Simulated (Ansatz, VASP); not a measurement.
**Zn in VASP and in Ansatz**

```
CELL_PARAMETERS angstrom
2.65564 0.00000 0.00000
-1.32782 2.29985 0.00000
0.00000 0.00000 4.96246
ATOMIC_POSITIONS crystal
Zn 0.33333 0.66667 0.25000
Zn 0.66667 0.33333 0.75000
```

Alike in both runs: task single point; functional PBE; k mesh 5 × 5 × 3; occupations fermi-dirac, width 0.1 eV; no spin polarisation.

```csv
,VASP,Ansatz
version,VASP 6.6.1,Ansatz 0.2.0
potentials or method,"VASP PAW PBE potentials, release 64 (Zn), cutoff 520 eV","plane waves (420 eV) with PAW, scalar-relativistic"
valence electrons in the cell,24,24
```

Ansatz gave:

| Quantity | Value |
| --- | --- |
| pressure (GPa) | 0.9 |
| traceless stress, the component that is largest in VASP (GPa) | -7.01 |

Question: Estimate VASP's values.

Answer: Pressure (GPa): 1.2; traceless stress, the component that is largest in VASP (GPa): -7.14.

The k mesh is coarse, so the values compare programs but aren't converged.
